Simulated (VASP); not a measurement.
Input of a VASP 6.6.1 run:

File INCAR:

```
PREC = Accurate
ENCUT = 520
EDIFF = 1E-7
ISMEAR = -1
SIGMA = 0.1
LREAL = F
LASPH = T
NELM = 150
ALGO = Normal
ISIF = 2
LWAVE = F
LCHARG = T
LNONCOLLINEAR = T
MAGMOM = 0 0 0
LORBIT = 11
LSORBIT = T
GGA_COMPAT = F
LORBMOM = T
LMAXMIX = 4
GGA = CA
LVHAR = T
NBANDS = 18
```

The input KPOINTS:

```
Automatic mesh
0
Gamma
  14 14 14
```

File POSCAR:

```
Re
1.0
    0.0000000000      1.9301706271      1.9301706271
    1.9301706271      0.0000000000      1.9301706271
    1.9301706271      1.9301706271      0.0000000000
Re
1
Direct
    0.0000000000      0.0000000000      0.0000000000
```

Potentials or basis: VASP PAW LDA potentials, release 64 (Re).

Run with:

```sh
$ cat potpaw_LDA.64/Re/POTCAR > POTCAR
$ mpirun -np 1 vasp_ncl > vasp.out
```

Estimate the net moment.

0.00 μB per cell.

Predict the pressure.

2.1 GPa.

Moments on the atoms (μB; x, y, z):
```
Re  0.00 0.00 0.00
```
